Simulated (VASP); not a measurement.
# Mo2H5 (F-43m) in VASP: further runs

Mo2H5 is run at these levels: PBE; tasks: single point, relaxation of cell and atoms.

All numbers are computed with VASP 6.6.1; they aren't measurements. Logs are shortened: lines on timing, memory, paths and dates and some standing lists are left out, and cuts for length are marked.

## (1) The cell of the first run

It takes space group F-43m (No. 216, cubic). Conventional cell: a = 5.823 Å, b = 5.823 Å, c = 5.823 Å, α = 90.00°, β = 90.00°, γ = 90.00°. Within 1.7 Å of H (site symmetry 3m) lie 1 H at 1.29 Å. Within 1.7 Å of H (site symmetry -43m) lie 4 H at 1.29 Å. Mo (site symmetry -43m) has 18 H at 2.41 to 2.91 Å and 4 Mo at 2.52 Å within 3.2 Å. Mo (site symmetry -43m) has 16 H at 2.42 to 2.52 Å and 4 Mo at 2.52 Å within 3.2 Å.

The cell was generated, and may not be a known phase.

## (2) Single point, PBE

Input file INCAR:

```
  PREC = Accurate
  ENCUT = 520
  EDIFF = 1E-7
  ISMEAR = 0
  SIGMA = 0.1
  LREAL = F
  LASPH = T
  NELM = 60
  ALGO = Fast
  ISIF = 2
  LWAVE = F
  LCHARG = F
  GGA = PE
  NBANDS = 26
```

Input file KPOINTS:

```
Automatic mesh
0
Gamma
  12 12 12
```

Input file POSCAR:

```
Mo2H5
1.0
    0.0000000000      2.9115552278      2.9115552278
    2.9115552278      0.0000000000      2.9115552278
    2.9115552278      2.9115552278      0.0000000000
H Mo
5 2
Direct
    0.1159371492      0.6280209503      0.6280209503
    0.6280209503      0.1159371492      0.6280209503
    0.6280209503      0.6280209503      0.1159371492
    0.6280209503      0.6280209503      0.6280209503
    0.5000000000      0.5000000000      0.5000000000
    0.0000000000      0.0000000000      0.0000000000
    0.2500000000      0.2500000000      0.2500000000
```

Potentials or basis: VASP PAW PBE potentials, release 64 (H, Mo_sv).

Started as:

```
$ cat potpaw_PBE.64/H/POTCAR potpaw_PBE.64/Mo_sv/POTCAR > POTCAR
$ mpirun -np 1 vasp_std > vasp.out
```

OUTCAR:

```text
PREC = Accurate
   ENCUT = 520
   EDIFF = 1E-7
   ISMEAR = 0
   LREAL = F
   LASPH = T
   NELM = 60
   ISIF = 2
   GGA = PE

 ion  position               nearest neighbor table
   1  0.116  0.628  0.628-
   2  0.628  0.116  0.628-
   3  0.628  0.628  0.116-
   4  0.628  0.628  0.628-
   5  0.500  0.500  0.500-
   6  0.000  0.000  0.000-   7 2.52   7 2.52   7 2.52   7 2.52
   7  0.250  0.250  0.250-   6 2.52   6 2.52   6 2.52   6 2.52

  LATTYP: Found a face centered cubic cell.
 ALAT       =     5.8231104556

  Lattice vectors:

 A1 = (   0.0000000000,   2.9115552278,   2.9115552278)
 A2 = (   2.9115552278,   0.0000000000,   2.9115552278)
 A3 = (   2.9115552278,   2.9115552278,   0.0000000000)

Analysis of symmetry for initial positions (statically):
=====================================================================
 Subroutine PRICEL returns:
 Original cell was already a primitive cell.

 Routine SETGRP: Setting up the symmetry group for a
 face centered cubic supercell.

 Subroutine GETGRP returns: Found 24 space group operations
 (whereof 24 operations were pure point group operations)
 out of a pool of 48 trial point group operations.

The static configuration has the point symmetry T_d .

Analysis of symmetry for dynamics (positions and initial velocities):
=====================================================================
 Subroutine PRICEL returns:
 Original cell was already a primitive cell.

 Routine SETGRP: Setting up the symmetry group for a
 face centered cubic supercell.

 Subroutine GETGRP returns: Found 24 space group operations
 (whereof 24 operations were pure point group operations)
 out of a pool of 48 trial point group operations.

The dynamic configuration has the point symmetry T_d .

 Subroutine INISYM returns: Found 24 space group operations
 (whereof 24 operations are pure point group operations),
 and found     1 'primitive' translations

----------------------------------------------------------------------------------------

                                     Primitive cell

  volume of cell :      49.3634

  direct lattice vectors                    reciprocal lattice vectors
     0.000000000  2.911555228  2.911555228    -0.171729526  0.171729526  0.171729526
     2.911555228  0.000000000  2.911555228     0.171729526 -0.171729526  0.171729526
[... 98 lines left out ...]
   NSW    =      0    number of steps for IOM
   IBRION =     -1    ionic relax: 0-MD 1-quasi-New 2-CG
   NFREE  =      0    steps in history (QN), initial steepest desc. (CG)
   ISIF   =      2    stress and relaxation
   ISYM   =      2    0-nonsym 1-usesym 2-fastsym
   POTIM  = 0.5000    time-step for ionic-motion
   TEBEG  =    0.0;   TEEND  =   0.0 temperature during run
   PSTRESS=    0.0 pullay stress
   NELECT =      33.0000    total number of electrons
   NUPDOWN=      -1.0000    fix difference up-down
   EMIN   =  10.00;   EMAX   =-10.00  energy-range for DOS
   EFERMI =   0.00;   METHOD = LEGACY
   ISMEAR =     0;   SIGMA  =   0.10  broadening in eV -4-tet -1-fermi 0-gaus
   EFERMI_NEDOS =   21; number of points for ismear=-14 and -15
   IALGO  =     68    algorithm
   IMIX   =      4    mixing-type and parameters
     AMIX     =   0.40;   BMIX     =  1.00
     AMIX_MAG =   1.60;   BMIX_MAG =  1.00
  volume/ion in A,a.u.               =       7.05        47.59
  Fermi-wavevector in a.u.,A,eV,Ry     =   1.431455  2.705058 27.879211  2.049064
  Thomas-Fermi vector in A             =   2.551190
   LORBIT       =      0    0 simple, 1 ext, 2 COOP (PROOUT), +10 PAW based schemes
   GGA     = PE    functional components
   LHFCALC =     F    Hartree Fock is set to
   AEXX    =    0.0000 exact exchange contribution
   IVDW    =     0    specifies the selected vdW correction
   LEPSILON=     F    determine dielectric tensor
   LRPA    =     F    only Hartree local field effects (RPA)
 non-spin polarized calculation
 RMM-DIIS sequential band-by-band and
 Gauss-broadening in eV      SIGMA  =   0.10
  energy-cutoff  :      520.00
  volume of cell :       49.36
 maximum number of plane-waves:      1363
   NGX = 15   NGY = 15   NGZ = 15

 number of electron      32.9999996 magnetization

 Free energy of the ion-electron system (eV)
  ---------------------------------------------------
  ext. energy  EPLUGINS =         0.00000000
  ---------------------------------------------------
  free energy    TOTEN  =       -32.57090275 eV

  energy without entropy =      -32.55921228  energy(sigma->0) =      -32.56505751

 E-fermi :   8.5552     XC(G=0): -12.1612

 val. band max:        8.5440688659   @ k =  -0.4167   0.2500   0.0000
 cond. band min:       8.5829512446   @ k =  -0.3333   0.2500   0.0000
 fundamental gap:      0.0388823787
 Fermi energy:         8.5552255083

 k-point     1 :       0.0000    0.0000    0.0000
  band No.  band energies     occupation
      1     -52.2336      2.00000
      2     -51.6958      2.00000
      3     -26.6069      2.00000
      4     -26.6069      2.00000
      5     -26.6069      2.00000
      6     -25.6855      2.00000
[... 685 lines left out ...]
     25      16.2698      0.00000
     26      16.9206      0.00000

 [... further k-points ...]

------------------------ aborting loop because EDIFF is reached ----------------------------------------

  FORCE on cell =-STRESS in cart. coord.  units (eV):
  Direction    XX          YY          ZZ          XY          YZ          ZX
  --------------------------------------------------------------------------------------
  -------------------------------------------------------------------------------------
  Total        0.0752481      0.0752481      0.0752481      0.0000000     -0.0000000      0.0000000
  in kB        2.4423116      2.4423116      2.4423116      0.0000000     -0.0000000      0.0000000
  external PRESSURE =       2.4423116 kB  Pullay stress =       0.0000000 kB

 VOLUME and BASIS-vectors are now :
 -----------------------------------------------------------------------------
  energy-cutoff  :      520.00
  volume of cell :       49.36
      direct lattice vectors                 reciprocal lattice vectors
     0.000000000  2.911555228  2.911555228    -0.171729526  0.171729526  0.171729526
     2.911555228  0.000000000  2.911555228     0.171729526 -0.171729526  0.171729526
     2.911555228  2.911555228  0.000000000     0.171729526  0.171729526 -0.171729526

 POSITION                                       TOTAL-FORCE (eV/Angst)
 -----------------------------------------------------------------------------------
      3.65704      2.16608      2.16608         0.001197     -0.001197     -0.001197
      2.16608      3.65704      2.16608        -0.001197      0.001197     -0.001197
      2.16608      2.16608      3.65704        -0.001197     -0.001197      0.001197
      3.65704      3.65704      3.65704         0.001197      0.001197      0.001197
      2.91156      2.91156      2.91156        -0.000000      0.000000      0.000000
      0.00000      0.00000      0.00000        -0.000000     -0.000000     -0.000000
      1.45578      1.45578      1.45578        -0.000000     -0.000000     -0.000000
 -----------------------------------------------------------------------------------
    total drift:                               -0.000000     -0.000000     -0.000000

  FREE ENERGIE OF THE ION-ELECTRON SYSTEM (eV)
  ---------------------------------------------------
  free  energy   TOTEN  =       -32.5709027526 eV

  energy  without entropy=      -32.5592122762  energy(sigma->0) =      -32.56505751
```

stdout:

```text
POSCAR found type information on POSCAR H Mo
 POSCAR found :  2 types and       7 ions
 scaLAPACK will be used
 LDA part: xc-table for (Slater+PW92), standard interpolation
 POSCAR, INCAR and KPOINTS ok, starting setup
 FFT: planning ... GRIDC
 FFT: planning ... GRID_SOFT
 FFT: planning ... GRID
 WAVECAR not read
 entering main loop
```

It took 56 s on 1 thread of Oxide Virtual Turin-like, shared host; peak memory 0.19 GiB.

What came out:

| Property | Result |
| --- | --- |
| Free energy | -32.5709 eV |
| Pressure | 0.2 GPa |
| Band gap on the k mesh | zero (an odd number of electrons rules out a gap without spin polarisation) |

Forces on the atoms (eV/Å):
```
H    0.001 -0.001 -0.001
H   -0.001  0.001 -0.001
H   -0.001 -0.001  0.001
H    0.001  0.001  0.001
H    0.000  0.000  0.000
Mo   0.000  0.000  0.000
Mo   0.000  0.000  0.000
```

## (3) Relaxation of cell and atoms, PBE

Input file INCAR:

```
  ALGO = Fast
  EDIFF = 1E-6
  EDIFFG = -0.01
  ENCUT = 600
  GGA = PE
  IBRION = 2
  ISIF = 3
  ISMEAR = 0
  LASPH = T
  LCHARG = F
  LREAL = F
  LWAVE = F
  NELM = 80
  NSW = 100
  PREC = Accurate
  SIGMA = 0.1
```

Input file KPOINTS:

```
k-points
0
Gamma
  12 12 12
```

Input file POSCAR:

```
Mo2H5
1.0
    0.0000000000      2.9097522122      2.9097522122
    2.9097522122      0.0000000000      2.9097522122
    2.9097522122      2.9097522122      0.0000000000
H Mo
5 2
Direct
    0.1151970601      0.6282676466      0.6282676466
    0.6282676466      0.1151970601      0.6282676466
    0.6282676466      0.6282676466      0.1151970601
    0.6282676466      0.6282676466      0.6282676466
    0.5000000000      0.5000000000      0.5000000000
    0.0000000000      0.0000000000      0.0000000000
    0.2500000000      0.2500000000      0.2500000000
```

Potentials or basis: VASP PAW PBE potentials, release 64 (H, Mo_sv).

Started as:

```
$ cat potpaw_PBE.64/H/POTCAR potpaw_PBE.64/Mo_sv/POTCAR > POTCAR
$ mpirun -np 1 vasp_std > vasp.out
```

Run time: 4 min. Hardware: 1 thread of Oxide Virtual Turin-like, shared host; peak memory 0.23 GiB.

The run converged. Its results:

| Quantity | Value |
| --- | --- |
| Free energy | -32.5721 eV |
| Relaxed volume | 7.06 Å³/atom |
| Relaxed cell | a = 4.120 Å, b = 4.120 Å, c = 4.120 Å, α = 60.00°, β = 60.00°, γ = 60.00° |
| Space group after relaxing (to 0.1 Å) | F-43m (No. 216) |
| Energy gained by relaxing | 0.0 meV/atom |
| Ionic steps | 5 |
| Pressure after relaxing | 0.0 GPa |
| Largest force after relaxing | 0.009 eV/Å |
| Band gap on the k mesh | zero (an odd number of electrons rules out a gap without spin polarisation) |

Forces in eV/Å, atoms in the order of the input:
```
H   -0.005  0.005  0.005
H    0.005 -0.005  0.005
H    0.005  0.005 -0.005
H   -0.005 -0.005 -0.005
H    0.000  0.000  0.000
Mo   0.000  0.000  0.000
Mo   0.000  0.000  0.000
```

The path:
```tsv
step	energy change (eV)	largest force (eV/Å)	pressure (GPa)	volume (Å³)
1	0.0000	0.0104	0.58	49.27
2	-0.0003	0.0121	-0.06	49.45
3	-0.0003	0.0120	-0.03	49.44
4	-0.0003	0.0119	-0.01	49.44
5	-0.0003	0.0085	0.01	49.44
```

Final structure:
```
CELL_PARAMETERS angstrom
0.00000 2.91306 2.91306
2.91306 0.00000 2.91306
2.91306 2.91306 0.00000
ATOMIC_POSITIONS crystal
H 0.11551 0.62816 0.62816
H 0.62816 0.11551 0.62816
H 0.62816 0.62816 0.11551
H 0.62816 0.62816 0.62816
H 0.50000 0.50000 0.50000
Mo 0.00000 0.00000 0.00000
Mo 0.25000 0.25000 0.25000
```

Levels at points of the mesh, in eV from the Fermi level:
```csv
k point,band 13,band 14,band 15,band 16,band 17,band 18,band 19,band 20
"(0.00, 0.00, 0.00)",-2.97,-2.97,-0.19,-0.18,-0.18,-0.18,1.82,1.82
"(0.50, 0.00, 0.00)",-2.16,-2.16,-1.62,0.72,1.20,1.20,2.37,2.37
"(0.50, 0.50, 0.00)",-2.05,-2.00,-1.51,-1.51,-0.21,-0.21,0.87,2.46
```

The gap in the log of VASP goes by the Fermi energy; the results here count the filled bands.